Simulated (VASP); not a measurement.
Write the native input for VASP 6.6.1 that does the following.

| Item | Value |
| --- | --- |
| Task | single point |
| Functional | PBE |
| Potentials or basis | VASP PAW PBE potentials, release 64 (Li_sv, P) |
| Cutoff | 520 eV |
| k mesh | 16 × 16 × 16 |
| Occupations | gaussian, width 0.1 eV |
| Spin | no spin polarisation |
| Dipole correction | no |
| Further INCAR settings | ALGO = Normal; EDIFF = 1e-06; NBANDS = 14 |

The structure of LiP2 lies in POSCAR:

```
LiP2
1.0
   -1.8637369033      2.4983457138      2.8862506777
    1.8637369033     -2.4983457138      2.8862506777
    1.8637369033      2.4983457138     -2.8862506777
Li P
1 2
Direct
    0.0000000000      0.0000000000      0.0000000000
    0.6749163910      0.1749163910      0.5000000000
    0.3250836090      0.8250836090      0.5000000000
```

The input as run:

INCAR

```
  PREC = Accurate
  ENCUT = 520
  EDIFF = 1E-6
  ISMEAR = 0
  SIGMA = 0.1
  LREAL = F
  LASPH = T
  NELM = 100
  ALGO = Normal
  ISIF = 2
  LWAVE = F
  LCHARG = F
  GGA = PE
  NBANDS = 14
```

KPOINTS

```
regular mesh
0
Gamma
  16 16 16
```

Potentials or basis: VASP PAW PBE potentials, release 64 (Li_sv, P).

Launch:

```console
$ cat potpaw_PBE.64/Li_sv/POTCAR potpaw_PBE.64/P/POTCAR > POTCAR
$ mpirun -np 1 vasp_std > vasp.out
```

It gave:

```
Largest force          : 0.075 eV/Å
Band gap on the k mesh : zero (an odd number of electrons rules out a gap without spin polarisation)
```

Caveat: an odd number of electrons without spin polarisation forces a metal; a magnetic or distorted state may lie lower.

Run time: 8.3 min on 1 thread of AMD EPYC 7R43 64-Core Processor (Zen 3), with other jobs on the host, peak memory 0.44 GiB.
